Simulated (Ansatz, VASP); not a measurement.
**Al2O3 in VASP and in Ansatz**

```xyz
10
Lattice="2.3481 1.3557 4.2733 -2.3481 1.3557 4.2733 0.0000 -2.7113 4.2733" Properties=species:S:1:pos:R:3 pbc="T T T"
Al    0.0000    0.0000   10.9247
Al    0.0000    0.0000    8.3053
Al    0.0000    0.0000    1.8953
Al    0.0000    0.0000    4.5147
O    -1.6280   -0.1084    5.3417
O     0.7201    1.4641    5.3417
O     0.9079   -1.3557    5.3417
O     1.6280    0.1084    7.4783
O    -0.7201   -1.4641    7.4783
O    -0.9079    1.3557    7.4783
```

Alike in both runs: task single point; functional BLYP; dispersion D3(BJ); k mesh 7 × 7 × 7; occupations fermi-dirac, width 0.05 eV; no spin polarisation.

```csv
,VASP,Ansatz
version,VASP 6.6.1,Ansatz 0.2.0
potentials or method,"VASP PAW PBE potentials, release 64 (Al, O)",Ansatz PAW
plane-wave cutoff (eV),520,420
valence electrons in the cell,48,48
```

Ansatz gave:

* gap on the k mesh at the Fermi level (eV): 7.01
* least direct gap on the mesh (eV): 7.01
* pressure (GPa): 12.5
* traceless stress, the component that is largest in VASP (GPa): -0.61
* rms of the force components (eV/Å): 0.037

Problem. Which values does VASP return?

Solution. gap on the k mesh at the Fermi level (eV): 7.01; least direct gap on the mesh (eV): 7.01; pressure (GPa): 13.2; traceless stress, the component that is largest in VASP (GPa): -0.77; rms of the force components (eV/Å): 0.031.

VASP's potentials were made for PBE, not for BLYP. Atom by atom the forces differ by 0.008 eV/Å (rms over components).

Noted on Ansatz's run: Pulay correction over one GPa; odd divisions of the mesh miss points on the zone boundary, where band edges often lie, so the gap on the mesh can be too wide.
